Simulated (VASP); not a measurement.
# Sc (P6_3/mmc) in VASP: further runs, part 2 of 2

VASP 6.6.1. Earlier steps stand in the parts before.

### 3 Single point, LDA (24.00 Å³/atom)

This run uses another cell than the first one, of 24.00 Å³/atom.

INCAR

```
PREC = Accurate ; ENCUT = 520
EDIFF = 1E-7 ; ISMEAR = 0
SIGMA = 0.05 ; LREAL = False
LASPH = True ; NELM = 100
ALGO = Normal ; ISIF = 2
LWAVE = False ; LCHARG = True
GGA = CA ; LELF = True
LVHAR = True ; NBANDS = 18
```

KPOINTS

```
Automatic mesh
0
Gamma
  9 9 5
```

POSCAR

```
Sc
1.0
    3.2642783016      0.0000000000      0.0000000000
   -1.6321391508      2.8269479342      0.0000000000
    0.0000000000      0.0000000000      5.2020304526
Sc
2
Direct
    0.6666666667      0.3333333333      0.7500000000
    0.3333333333      0.6666666667      0.2500000000
```

Potentials or basis: VASP PAW LDA potentials, release 64 (Sc_sv).

Launch:

```sh
$ cat potpaw_LDA.64/Sc_sv/POTCAR > POTCAR
$ mpirun -np 1 vasp_std > vasp.out
```

OUTCAR:

```text
PREC = Accurate
   ENCUT = 520
   EDIFF = 1E-7
   ISMEAR = 0
   LREAL = False
   LASPH = True
   NELM = 100
   ISIF = 2
   GGA = CA

 ion  position               nearest neighbor table
   1  0.667  0.333  0.750-   2 3.21   2 3.21   2 3.21   2 3.21   2 3.21   2 3.21
   2  0.333  0.667  0.250-   1 3.21   1 3.21   1 3.21   1 3.21   1 3.21   1 3.21

  LATTYP: Found a hexagonal cell.
 ALAT       =     3.2642783016
 C/A-ratio  =     1.5936234512

  Lattice vectors:

 A1 = (   3.2642783016,   0.0000000000,   0.0000000000)
 A2 = (  -1.6321391508,   2.8269479342,   0.0000000000)
 A3 = (   0.0000000000,   0.0000000000,   5.2020304526)

Analysis of symmetry for initial positions (statically):
=====================================================================
 Subroutine PRICEL returns:
 Original cell was already a primitive cell.

 Routine SETGRP: Setting up the symmetry group for a
 hexagonal supercell.

 Subroutine GETGRP returns: Found 24 space group operations
 (whereof 12 operations were pure point group operations)
 out of a pool of 24 trial point group operations.

The static configuration has the point symmetry D_3d.
 The point group associated with its full space group is D_6h.

Analysis of symmetry for dynamics (positions and initial velocities):
=====================================================================
 Subroutine PRICEL returns:
 Original cell was already a primitive cell.

 Routine SETGRP: Setting up the symmetry group for a
 hexagonal supercell.

 Subroutine GETGRP returns: Found 24 space group operations
 (whereof 12 operations were pure point group operations)
 out of a pool of 24 trial point group operations.

The dynamic configuration has the point symmetry D_3d.
 The point group associated with its full space group is D_6h.

 Subroutine INISYM returns: Found 24 space group operations
 (whereof 12 operations are pure point group operations),
[... 112 lines left out ...]
   EFERMI_NEDOS =   21; number of points for ismear=-14 and -15
   IALGO  =     38    algorithm
   IMIX   =      4    mixing-type and parameters
     AMIX     =   0.40;   BMIX     =  1.00
     AMIX_MAG =   1.60;   BMIX_MAG =  1.00
  volume/ion in A,a.u.               =      24.00       161.97
  Fermi-wavevector in a.u.,A,eV,Ry     =   1.262185  2.385184 21.675599  1.593112
  Thomas-Fermi vector in A             =   2.395606
   LORBIT       =      0    0 simple, 1 ext, 2 COOP (PROOUT), +10 PAW based schemes
   GGA     = CA    functional components
   LHFCALC =     F    Hartree Fock is set to
   AEXX    =    0.0000 exact exchange contribution
   IVDW    =     0    specifies the selected vdW correction
   LEPSILON=     F    determine dielectric tensor
   LRPA    =     F    only Hartree local field effects (RPA)
 non-spin polarized calculation
 Gauss-broadening in eV      SIGMA  =   0.05
  energy-cutoff  :      520.00
  volume of cell :       48.00
 maximum number of plane-waves:      1311
   NGX = 13   NGY = 13   NGZ = 19

 number of electron      21.9999998 magnetization

 Free energy of the ion-electron system (eV)
  ---------------------------------------------------
  ext. energy  EPLUGINS =         0.00000000
  ---------------------------------------------------
  free energy    TOTEN  =       -13.41071336 eV

  energy without entropy =      -13.40415195  energy(sigma->0) =      -13.40743265

 E-fermi :   3.6162     XC(G=0): -10.2537

 val. band max:        3.6150238918   @ k =   0.3333   0.1111   0.2000
 cond. band min:       3.6211866775   @ k =   0.3333   0.0000   0.4000
 fundamental gap:      0.0061627858
 Fermi energy:         3.6162040006

 k-point     1 :       0.0000    0.0000    0.0000
  band No.  band energies     occupation
      1     -45.1331      2.00000
      2     -45.0555      2.00000
      3     -24.3232      2.00000
      4     -23.9368      2.00000
      5     -23.9368      2.00000
      6     -23.8702      2.00000
[... 481 lines left out ...]
      5     -24.1732      2.00000
      6     -24.0611      2.00000
[... 10 lines left out ...]
     17       7.2740      0.00000
     18       7.2740      0.00000

 [... further k-points ...]

------------------------ aborting loop because EDIFF is reached ----------------------------------------

  FORCE on cell =-STRESS in cart. coord.  units (eV):
  Direction    XX          YY          ZZ          XY          YZ          ZX
  --------------------------------------------------------------------------------------
  -------------------------------------------------------------------------------------
  Total       -0.8220732     -0.8220732     -1.4230147      0.0000000      0.0000000      0.0000000
  in kB      -27.4374138    -27.4374138    -47.4943644      0.0000000      0.0000000      0.0000000
  external PRESSURE =     -34.1230640 kB  Pullay stress =       0.0000000 kB

 VOLUME and BASIS-vectors are now :
 -----------------------------------------------------------------------------
  energy-cutoff  :      520.00
  volume of cell :       48.00
      direct lattice vectors                 reciprocal lattice vectors
     3.264278302  0.000000000  0.000000000     0.306346429  0.176869193  0.000000000
    -1.632139151  2.826947934  0.000000000     0.000000000  0.353738386  0.000000000
     0.000000000  0.000000000  5.202030453     0.000000000  0.000000000  0.192232631

 POSITION                                       TOTAL-FORCE (eV/Angst)
 -----------------------------------------------------------------------------------
      1.63214      0.94232      3.90152         0.000000      0.000000      0.000000
     -0.00000      1.88463      1.30051        -0.000000      0.000000      0.000000
 -----------------------------------------------------------------------------------
    total drift:                                0.000000     -0.000000      0.000000

  FREE ENERGIE OF THE ION-ELECTRON SYSTEM (eV)
  ---------------------------------------------------
  free  energy   TOTEN  =       -13.4107133623 eV

  energy  without entropy=      -13.4041519461  energy(sigma->0) =      -13.40743265
```

Wall time 15 s (1 thread of Intel Xeon Platinum 8488C (Sapphire Rapids), shared host); peak memory 0.15 GiB.

What came out:

| Property | Result |
| --- | --- |
| Free energy | -13.4107 eV |
| Pressure | -3.4 GPa |
| Band gap on the k mesh | zero (bands 11 and 12 overlap by 1.20 eV) |

Stress tensor (GPa, compression positive):
```
-2.74  0.00  0.00
 0.00 -2.74  0.00
 0.00  0.00 -4.75
```

Levels at points of the mesh, in eV from the Fermi level:
```
           k point  band 8  band 9  band 10  band 11  band 12  band 13  band 14  band 15
(0.00, 0.00, 0.00)  -27.47   -5.13    -1.72     0.60     1.59     1.59     1.71     2.02
```

Caveat: the cell stands under tension.

### 4 Single point, LDA (24.50 Å³/atom)

This run uses another cell than the first one, of 24.50 Å³/atom.

INCAR

```
PREC = Accurate
ENCUT = 520
EDIFF = 1E-6
ISMEAR = 0
SIGMA = 0.05
LREAL = F
LASPH = T
NELM = 80
ALGO = Fast
ISIF = 2
LWAVE = F
LCHARG = F
NBANDS = 18
```

KPOINTS

```
regular mesh
0
Gamma
  9 9 5
```

POSCAR

```
Sc
1.0
    3.2867912771      0.0000000000      0.0000000000
   -1.6433956386      2.8464447429      0.0000000000
    0.0000000000      0.0000000000      5.2379076584
Sc
2
Direct
    0.6666666667      0.3333333333      0.7500000000
    0.3333333333      0.6666666667      0.2500000000
```

Launch:

```sh
$ cat potpaw_LDA.64/Sc_sv/POTCAR > POTCAR
$ mpirun -np 1 vasp_std > vasp.out
```

Run time: 20 s. Hardware: 1 thread of Intel Xeon Platinum 8488C (Sapphire Rapids), shared host; peak memory 0.15 GiB.

Results (log left out):

| Item | Value |
| --- | --- |
| Free energy | -13.3867 eV |
| Pressure | -4.4 GPa |
| Band gap on the k mesh | zero (bands 11 and 12 overlap by 1.16 eV) |

Stress tensor (GPa, compression positive):
```
-3.80  0.00  0.00
 0.00 -3.80  0.00
 0.00  0.00 -5.68
```

Levels at points of the mesh, in eV from the Fermi level:
| k point | band 7 | band 8 | band 9 | band 10 | band 11 | band 12 | band 13 | band 14 | band 15 | band 16 |
| --- | --- | --- | --- | --- | --- | --- | --- | --- | --- | --- |
| (0.00, 0.00, 0.00) | -27.55 | -27.53 | -5.09 | -1.70 | 0.56 | 1.56 | 1.56 | 1.68 | 1.98 | 1.98 |

Caveat: the cell stands under tension.

### 5 Summary

```tsv
cell	gap on the mesh (eV)	pressure (GPa)
a = 3.241, b = 3.241, c = 5.166 Å, angles 90.0, 90.0, 120.0°, 2 atoms	none	-2.3
a = 3.264, b = 3.264, c = 5.202 Å, angles 90.0, 90.0, 120.0°, 2 atoms	none	-3.4
a = 3.287, b = 3.287, c = 5.238 Å, angles 90.0, 90.0, 120.0°, 2 atoms	none	-4.4
```

Alike in all rows: task single point; level LDA; potentials or basis VASP PAW LDA potentials, release 64 (Sc_sv); no spin polarisation; k mesh 9 × 9 × 5; cutoff (eV) 520; smearing gaussian 0.05 eV.

Caveats: the cell stands under tension (at least some runs).

Absolute energies hang on the potentials; compare differences alone.
